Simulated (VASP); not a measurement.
# Be3AgS4 (Im-3m) in VASP: further runs

The runs below take Be3AgS4 through single point, relaxation of cell and atoms, with PBE.

Program: VASP 6.6.1. These are calculated values, not measurements. Logs are shortened: lines on timing, memory, paths and dates and some standing lists are left out, and cuts for length are marked.

### 1 The cell of the first run

It takes space group Im-3m (No. 229, cubic). Conventional cell: a = 6.131 Å, b = 6.131 Å, c = 6.131 Å, α = 90.00°, β = 90.00°, γ = 90.00°. Be (site symmetry 4/mmm) has 8 S at 2.65 Å and 4 Be at 3.07 Å and 2 Ag at 3.07 Å within 3.5 Å. Within 3.5 Å of Ag (site symmetry m-3m) lie 8 S at 2.65 Å and 6 Be at 3.07 Å. Within 3.5 Å of S (site symmetry -3m) lie 6 Be at 2.65 Å and 2 Ag at 2.65 Å and 6 S at 3.07 Å.

### 2 Single point, PBE

Input file INCAR:

```
PREC = Accurate ; ENCUT = 520
EDIFF = 1E-7 ; ISMEAR = 0
SIGMA = 0.1 ; LREAL = F
LASPH = T ; NELM = 100
ALGO = Normal ; ISIF = 2
LWAVE = F ; LCHARG = F
GGA = PE ; NBANDS = 30
```

Input file KPOINTS:

```
Automatic mesh
0
Gamma
  4 4 4
```

Input file POSCAR:

```
Be3AgS4
1.0
   -3.0655808007      3.0655808007      3.0655808007
    3.0655808007     -3.0655808007      3.0655808007
    3.0655808007      3.0655808007     -3.0655808007
Be Ag S
3 1 4
Direct
    0.0000000000      0.5000000000      0.5000000000
    0.5000000000      0.0000000000      0.5000000000
    0.5000000000      0.5000000000      0.0000000000
    0.0000000000      0.0000000000      0.0000000000
    0.5000000000      0.5000000000      0.5000000000
    0.0000000000      0.0000000000      0.5000000000
    0.0000000000      0.5000000000      0.0000000000
    0.5000000000      0.0000000000      0.0000000000
```

Potentials or basis: VASP PAW PBE potentials, release 64 (Be, Ag, S).

Started as:

```console
> cat potpaw_PBE.64/Be/POTCAR potpaw_PBE.64/Ag/POTCAR potpaw_PBE.64/S/POTCAR > POTCAR
> mpirun -np 1 vasp_std > vasp.out
```

OUTCAR:

```text
PREC = Accurate
   ENCUT = 520
   EDIFF = 1E-7
   ISMEAR = 0
   LREAL = F
   LASPH = T
   NELM = 100
   ISIF = 2
   GGA = PE

 ion  position               nearest neighbor table
   1  0.000  0.500  0.500-
   2  0.500  0.000  0.500-
   3  0.500  0.500  0.000-
   4  0.000  0.000  0.000-   5 2.65   6 2.65   7 2.65   8 2.65   6 2.65   7 2.65   8 2.65   5 2.65

   5  0.500  0.500  0.500-   4 2.65   4 2.65
   6  0.000  0.000  0.500-   4 2.65   4 2.65
   7  0.000  0.500  0.000-   4 2.65   4 2.65
   8  0.500  0.000  0.000-   4 2.65   4 2.65

  LATTYP: Found a body centered cubic cell.
 ALAT       =     6.1311616014

  Lattice vectors:

 A1 = (  -3.0655808007,   3.0655808007,   3.0655808007)
 A2 = (   3.0655808007,  -3.0655808007,   3.0655808007)
 A3 = (   3.0655808007,   3.0655808007,  -3.0655808007)

Analysis of symmetry for initial positions (statically):
=====================================================================
 Subroutine PRICEL returns:
 Original cell was already a primitive cell.

 Routine SETGRP: Setting up the symmetry group for a
 body centered cubic supercell.

 Subroutine GETGRP returns: Found 48 space group operations
 (whereof 48 operations were pure point group operations)
 out of a pool of 48 trial point group operations.

The static configuration has the point symmetry O_h .

Analysis of symmetry for dynamics (positions and initial velocities):
=====================================================================
 Subroutine PRICEL returns:
 Original cell was already a primitive cell.

 Routine SETGRP: Setting up the symmetry group for a
 body centered cubic supercell.

 Subroutine GETGRP returns: Found 48 space group operations
 (whereof 48 operations were pure point group operations)
 out of a pool of 48 trial point group operations.

The dynamic configuration has the point symmetry O_h .

 Subroutine INISYM returns: Found 48 space group operations
 (whereof 48 operations are pure point group operations),
 and found     1 'primitive' translations

----------------------------------------------------------------------------------------

                                     Primitive cell

  volume of cell :     115.2387

  direct lattice vectors                    reciprocal lattice vectors
    -3.065580801  3.065580801  3.065580801     0.000000000  0.163101230  0.163101230
     3.065580801 -3.065580801  3.065580801     0.163101230  0.000000000  0.163101230
     3.065580801  3.065580801 -3.065580801     0.163101230  0.163101230  0.000000000

  length of vectors
     5.309741702  5.309741702  5.309741702     0.230659972  0.230659972  0.230659972

  position of ions in fractional coordinates (direct lattice)
     0.000000000  0.500000000  0.500000000
     0.500000000  0.000000000  0.500000000
     0.500000000  0.500000000  0.000000000
     0.000000000  0.000000000  0.000000000
     0.500000000  0.500000000  0.500000000
     0.000000000  0.000000000  0.500000000
     0.000000000  0.500000000  0.000000000
     0.500000000  0.000000000  0.000000000

  ion indices of the primitive-cell ions
   primitive index   ion index
                 1           1
                 2           2
                 3           3
                 4           4
                 5           5
                 6           6
                 7           7
                 8           8

----------------------------------------------------------------------------------------

 KPOINTS: Automatic mesh

Automatic generation of k-mesh.
 Grid dimensions read from file:
 generate k-points for:    4    4    4

 Generating k-lattice:

  Cartesian coordinates                     Fractional coordinates (reciprocal lattice)
     0.000000000  0.040775308  0.040775308     0.250000000  0.000000000  0.000000000
     0.040775308  0.000000000  0.040775308     0.000000000  0.250000000  0.000000000
     0.040775308  0.040775308  0.000000000     0.000000000  0.000000000  0.250000000

  Length of vectors
     0.057664993  0.057664993  0.057664993

  Shift w.r.t. Gamma in fractional coordinates (k-lattice)
     0.000000000  0.000000000  0.000000000

 Subroutine IBZKPT returns following result:
 ===========================================

 Found      8 irreducible k-points:

 Following reciprocal coordinates:
            Coordinates               Weight
  0.000000  0.000000  0.000000      1.000000
  0.250000  0.000000  0.000000     12.000000
  0.500000  0.000000  0.000000      6.000000
  0.250000  0.250000  0.000000     24.000000
  0.250000  0.250000  0.250000      2.000000
 -0.250000  0.250000  0.250000      6.000000
  0.500000  0.500000  0.250000     12.000000
  0.500000  0.500000  0.500000      1.000000
   k-points           NKPTS =      8   k-points in BZ     NKDIM =      8   number of bands    NBANDS=     30
   number of dos      NEDOS =    301   number of ions     NIONS =      8
   total plane-waves  NPLWV =  64000
   dimension x,y,z NGX =    40 NGY =   40 NGZ =   40
   dimension x,y,z NGXF=    80 NGYF=   80 NGZF=   80
   ions per type =               3   1   4
   NGX,Y,Z   is equivalent  to a cutoff of  12.52, 12.52, 12.52 a.u.
   NGXF,Y,Z  is equivalent  to a cutoff of  25.05, 25.05, 25.05 a.u.
 SYSTEM =  unknown system
   PREC   = accura    normal or accurate (medium, high low for compatibility)
   ISTART =      0    job   : 0-new  1-cont  2-samecut
   ICHARG =      2    charge: 1-file 2-atom 10-const
   ISPIN  =      1    spin polarized calculation?
   LNONCOLLINEAR =      F non collinear calculations
   LSORBIT =      F    spin-orbit coupling
   LASPH  =      T    aspherical Exc in radial PAW
   ENCUT  =  520.0 eV  38.22 Ry    6.18 a.u.   9.87  9.87  9.87*2*pi/ulx,y,z
   NELM   =    100;   NELMIN=  2; NELMDL= -5     # of ELM steps
   EDIFF  = 0.1E-06   stopping-criterion for ELM
   LREAL  =      F    real-space projection
   EDIFFG = 0.1E-05   stopping-criterion for IOM
   NSW    =      0    number of steps for IOM
   IBRION =     -1    ionic relax: 0-MD 1-quasi-New 2-CG
   NFREE  =      0    steps in history (QN), initial steepest desc. (CG)
   ISIF   =      2    stress and relaxation
   ISYM   =      2    0-nonsym 1-usesym 2-fastsym
   POTIM  = 0.5000    time-step for ionic-motion
   TEBEG  =    0.0;   TEEND  =   0.0 temperature during run
   PSTRESS=    0.0 pullay stress
   NELECT =      41.0000    total number of electrons
   NUPDOWN=      -1.0000    fix difference up-down
   EMIN   =  10.00;   EMAX   =-10.00  energy-range for DOS
   EFERMI =   0.00;   METHOD = LEGACY
   ISMEAR =     0;   SIGMA  =   0.10  broadening in eV -4-tet -1-fermi 0-gaus
   EFERMI_NEDOS =   21; number of points for ismear=-14 and -15
   IALGO  =     38    algorithm
   IMIX   =      4    mixing-type and parameters
     AMIX     =   0.40;   BMIX     =  1.00
     AMIX_MAG =   1.60;   BMIX_MAG =  1.00
  volume/ion in A,a.u.               =      14.40        97.21
  Fermi-wavevector in a.u.,A,eV,Ry     =   1.160032  2.192143 18.309014  1.345675
  Thomas-Fermi vector in A             =   2.296619
   LORBIT       =      0    0 simple, 1 ext, 2 COOP (PROOUT), +10 PAW based schemes
   GGA     = PE    functional components
   LHFCALC =     F    Hartree Fock is set to
   AEXX    =    0.0000 exact exchange contribution
   IVDW    =     0    specifies the selected vdW correction
   LEPSILON=     F    determine dielectric tensor
   LRPA    =     F    only Hartree local field effects (RPA)
 non-spin polarized calculation
 Gauss-broadening in eV      SIGMA  =   0.10
  energy-cutoff  :      520.00
  volume of cell :      115.24
 maximum number of plane-waves:      3132
   NGX = 19   NGY = 19   NGZ = 19

 number of electron      40.9999998 magnetization

 Free energy of the ion-electron system (eV)
  ---------------------------------------------------
  ext. energy  EPLUGINS =         0.00000000
  ---------------------------------------------------
  free energy    TOTEN  =       -26.31924219 eV

  energy without entropy =      -26.28961380  energy(sigma->0) =      -26.30442800

 E-fermi :   7.0055     XC(G=0): -10.7082

 val. band max:        6.9858265800   @ k =   0.2500   0.0000   0.0000
 cond. band min:       7.0553191565   @ k =   0.5000   0.5000   0.2500
 fundamental gap:      0.0694925765
 Fermi energy:         7.0054559312

 k-point     1 :       0.0000    0.0000    0.0000
  band No.  band energies     occupation
      1      -8.0940      2.00000
      2      -5.2986      2.00000
      3      -5.2986      2.00000
      4      -5.2986      2.00000
      5       1.0190      2.00000
      6       1.0190      2.00000
[... 22 lines left out ...]
     29      13.9218      0.00000
     30      13.9617      0.00000

 k-point     2 :       0.2500    0.0000    0.0000
  band No.  band energies     occupation
      1      -7.7574      2.00000
      2      -5.7895      2.00000
      3      -5.4320      2.00000
      4      -5.3376      2.00000
      5       0.5356      2.00000
      6       0.8888      2.00000
[... 22 lines left out ...]
     29      12.8088      0.00000
     30      13.2736      0.00000

 k-point     3 :       0.5000    0.0000    0.0000
  band No.  band energies     occupation
      1      -6.8998      2.00000
      2      -6.8059      2.00000
      3      -5.5534      2.00000
      4      -5.3753      2.00000
      5       0.1537      2.00000
      6       0.7616      2.00000
[... 22 lines left out ...]
     29      12.1601      0.00000
     30      12.2456      0.00000

 k-point     4 :       0.2500    0.2500    0.0000
  band No.  band energies     occupation
      1      -7.1367      2.00000
      2      -6.1475      2.00000
      3      -6.1474      2.00000
      4      -5.2287      2.00000
      5       0.5101      2.00000
      6       0.5561      2.00000
[... 88 lines left out ...]
     29      12.2615      0.00000
     30      12.6170      0.00000

 k-point     7 :       0.5000    0.5000    0.2500
  band No.  band energies     occupation
      1      -6.7330      2.00000
      2      -6.6816      2.00000
      3      -6.2560      2.00000
      4      -4.4702      2.00000
      5      -0.5299      2.00000
      6      -0.1354      2.00000
[... 22 lines left out ...]
     29      11.8845      0.00000
     30      11.9070      0.00000

 k-point     8 :       0.5000    0.5000    0.5000
  band No.  band energies     occupation
      1      -6.5434      2.00000
      2      -6.5434      2.00000
      3      -6.5434      2.00000
      4      -3.9496      2.00000
      5      -0.9494      2.00000
      6      -0.9494      2.00000
[... 22 lines left out ...]
     29      12.0656      0.00000
     30      12.0656      0.00000

------------------------ aborting loop because EDIFF is reached ----------------------------------------

  FORCE on cell =-STRESS in cart. coord.  units (eV):
  Direction    XX          YY          ZZ          XY          YZ          ZX
  --------------------------------------------------------------------------------------
  -------------------------------------------------------------------------------------
  Total       -0.2873586     -0.2873586     -0.2873586      0.0000000      0.0000000     -0.0000000
  in kB       -3.9951811     -3.9951811     -3.9951811      0.0000000      0.0000000     -0.0000000
  external PRESSURE =      -3.9951811 kB  Pullay stress =       0.0000000 kB

 VOLUME and BASIS-vectors are now :
 -----------------------------------------------------------------------------
  energy-cutoff  :      520.00
  volume of cell :      115.24
      direct lattice vectors                 reciprocal lattice vectors
    -3.065580801  3.065580801  3.065580801     0.000000000  0.163101230  0.163101230
     3.065580801 -3.065580801  3.065580801     0.163101230  0.000000000  0.163101230
     3.065580801  3.065580801 -3.065580801     0.163101230  0.163101230  0.000000000

 POSITION                                       TOTAL-FORCE (eV/Angst)
 -----------------------------------------------------------------------------------
      3.06558      0.00000      0.00000        -0.000000     -0.000000     -0.000000
      0.00000      3.06558      0.00000         0.000000     -0.000000      0.000000
      0.00000      0.00000      3.06558         0.000000     -0.000000      0.000000
      0.00000      0.00000      0.00000         0.000000     -0.000000     -0.000000
      1.53279      1.53279      1.53279         0.000000      0.000000      0.000000
      1.53279      1.53279     -1.53279         0.000000      0.000000     -0.000000
      1.53279     -1.53279      1.53279        -0.000000     -0.000000     -0.000000
     -1.53279      1.53279      1.53279        -0.000000      0.000000      0.000000
 -----------------------------------------------------------------------------------
    total drift:                                0.000000     -0.000000      0.000000

  FREE ENERGIE OF THE ION-ELECTRON SYSTEM (eV)
  ---------------------------------------------------
  free  energy   TOTEN  =       -26.3192421896 eV

  energy  without entropy=      -26.2896138015  energy(sigma->0) =      -26.30442800
```

It took 23 s on 1 thread of AMD EPYC 9R45 (Zen 5), shared host; peak memory 0.21 GiB.

What came out:

| Quantity | Value |
| --- | --- |
| Free energy | -26.3192 eV |
| Pressure | -0.4 GPa |

Caveat: the k points lie up to 0.36 Å⁻¹ apart.

### 3 Single point, PBE

This run uses another cell than the first one, of 16.44 Å³/atom, 1.141 times its volume.

Input file INCAR:

```
PREC = Accurate
ENCUT = 520
EDIFF = 1E-6
ISMEAR = 0
SIGMA = 0.1
LREAL = F
LASPH = T
NELM = 100
ALGO = Normal
ISIF = 2
LWAVE = F
LCHARG = F
GGA = PE
NBANDS = 30
```

Input file KPOINTS:

```
regular mesh
0
Gamma
  4 4 4
```

POSCAR: that of step 2 with these lines changed.

```diff
@@ -2,5 +2,5 @@
 1.0
-   -3.0655808007      3.0655808007      3.0655808007
-    3.0655808007     -3.0655808007      3.0655808007
-    3.0655808007      3.0655808007     -3.0655808007
+   -3.2034862600      3.2034862600      3.2034862600
+    3.2034862600     -3.2034862600      3.2034862600
+    3.2034862600      3.2034862600     -3.2034862600
 Be Ag S
```

Potentials or basis: VASP PAW PBE potentials, release 64 (Be, Ag, S).

Started as:

```console
> cat potpaw_PBE.64/Be/POTCAR potpaw_PBE.64/Ag/POTCAR potpaw_PBE.64/S/POTCAR > POTCAR
> mpirun -np 1 vasp_std > vasp.out
```

Wall time 24 s (1 thread of AMD EPYC 9R45 (Zen 5), shared host); peak memory 0.22 GiB.

It converged, with:

```
Free energy : -25.8007 eV
Pressure    : -8.9 GPa
```

Levels at points of the mesh, in eV from the Fermi level:
| k point | band 17 | band 18 | band 19 | band 20 | band 21 | band 22 | band 23 | band 24 |
| --- | --- | --- | --- | --- | --- | --- | --- | --- |
| (0.00, 0.00, 0.00) | -1.27 | -1.27 | -0.84 | -0.84 | -0.61 | 0.30 | 0.51 | 0.51 |
| (0.50, 0.00, 0.00) | -2.83 | -2.08 | -1.11 | -0.36 | 0.27 | 1.46 | 2.09 | 2.27 |
| (0.50, 0.50, 0.50) | -0.14 | -0.14 | 0.64 | 0.64 | 0.64 | 0.70 | 0.70 | 0.70 |

### 4 Relaxation of cell and atoms, PBE

This run uses another cell than the first one, of 16.44 Å³/atom, 1.141 times its volume.

Input file INCAR:

```
SYSTEM = Be3AgS4
ALGO     = Normal         ! electronic algorithm
EDIFF    = 1E-6           ! SCF threshold, eV
EDIFFG   = -0.04          ! ionic threshold
ENCUT    = 600            ! plane-wave cutoff, eV
GGA      = PE             ! functional
IBRION   = 2              ! ionic algorithm
ISIF     = 3              ! what is computed and relaxed
ISMEAR   = 0              ! smearing method
LASPH    = .TRUE.         ! aspherical terms in the spheres
LCHARG   = .FALSE.        ! write CHGCAR
LREAL    = .FALSE.        ! projectors in reciprocal space
LWAVE    = .FALSE.        ! write WAVECAR
NELM     = 60             ! most SCF steps
NSW      = 90             ! ionic steps
PREC     = Accurate       ! precision mode
SIGMA    = 0.1            ! smearing width, eV
```

Input file KPOINTS:

```
k-points
0
G
  4 4 4
  0 0 0
```

POSCAR is that of step 3.

Started as:

```console
> cat potpaw_PBE.64/Be/POTCAR potpaw_PBE.64/Ag/POTCAR potpaw_PBE.64/S/POTCAR > POTCAR
> mpirun -np 1 vasp_std > vasp.out
```

It took 57 s on 1 thread of AMD EPYC 9R45 (Zen 5), shared host; peak memory 0.31 GiB.

It converged, with:

```yaml
Free_energy: -26.3221 eV
Relaxed_volume: 14.36 Å³/atom
Relaxed_cell: a = 5.305 Å, b = 5.305 Å, c = 5.305 Å, α = 109.47°, β = 109.47°, γ = 109.47°
Space_group_after_relaxing_to_0.05_Å: Im-3m (No. 229)
Energy_gained_by_relaxing: 65.1 meV/atom
Ionic_steps: 2
Pressure_after_relaxing: -0.1 GPa
```

The path:
```tsv
step	energy change (eV)	largest force (eV/Å)	pressure (GPa)	volume (Å³)
1	0.0000	0.0000	-8.88	131.50
2	-0.5210	0.0000	-0.12	114.91
```

Final structure:
```yaml
crystal:
  lattice:
    - [-3.06265, 3.06265, 3.06265]
    - [3.06265, -3.06265, 3.06265]
    - [3.06265, 3.06265, -3.06265]
  atoms:
    - { symbol: Be, position: [0.00000, 0.50000, 0.50000] }
    - { symbol: Be, position: [0.50000, 0.00000, 0.50000] }
    - { symbol: Be, position: [0.50000, 0.50000, 0.00000] }
    - { symbol: Ag, position: [0.00000, 0.00000, 0.00000] }
    - { symbol: S, position: [0.50000, 0.50000, 0.50000] }
    - { symbol: S, position: [0.00000, 0.00000, 0.50000] }
    - { symbol: S, position: [0.00000, 0.50000, 0.00000] }
    - { symbol: S, position: [0.50000, 0.00000, 0.00000] }
```

Levels at points of the mesh, in eV from the Fermi level:
```
           k point  band 17  band 18  band 19  band 20  band 21  band 22  band 23  band 24
(0.00, 0.00, 0.00)    -1.48    -1.48    -0.94    -0.94    -0.66     0.39     0.72     0.72
(0.50, 0.00, 0.00)    -3.16    -2.47    -1.26    -0.40     0.43     1.65     2.12     2.36
(0.50, 0.50, 0.50)    -0.09    -0.09     0.30     0.30     0.30     0.90     0.90     0.90
```

[end of part 1 of 2]
